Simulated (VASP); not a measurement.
Here is a VASP 6.6.1 calculation.

The input INCAR:

```
PREC = Accurate
ENCUT = 520
EDIFF = 1E-7
ISMEAR = 0
SIGMA = 0.1
LREAL = False
LASPH = True
NELM = 150
ALGO = Fast
ISIF = 2
LWAVE = False
LCHARG = False
ISPIN = 2
MAGMOM = 0.21 0.21 0.21 0
LORBIT = 11
LMAXMIX = 4
GGA = PE
NBANDS = 36
```

KPOINTS

```
Automatic mesh
0
Gamma
  4 4 4
```

The input POSCAR:

```
Ru3S
1.0
    3.7977746800      0.0000000000      0.0000000000
    0.0000000000      3.7977746800      0.0000000000
    0.0000000000      0.0000000000      3.7977746800
Ru S
3 1
Direct
    0.0000000000      0.5000000000      0.5000000000
    0.5000000000      0.0000000000      0.5000000000
    0.5000000000      0.5000000000      0.0000000000
    0.0000000000      0.0000000000      0.0000000000
```

Potentials or basis: VASP PAW PBE potentials, release 64 (Ru_pv, S).

The run is started by

```bash
$ cat potpaw_PBE.64/Ru_pv/POTCAR potpaw_PBE.64/S/POTCAR > POTCAR
$ mpirun -np 1 vasp_std > vasp.out
```

(1) What does it give for the pressure?

(2) Predict the band gap on the k mesh.

(3) Estimate the net moment.

Answers

(1) 0.0 GPa.

(2) zero (filled and empty bands overlap).

(3) 0.00 μB per cell.

Caveat: the k points lie up to 0.41 Å⁻¹ apart, too coarse for converged energies and pressures of a metal.
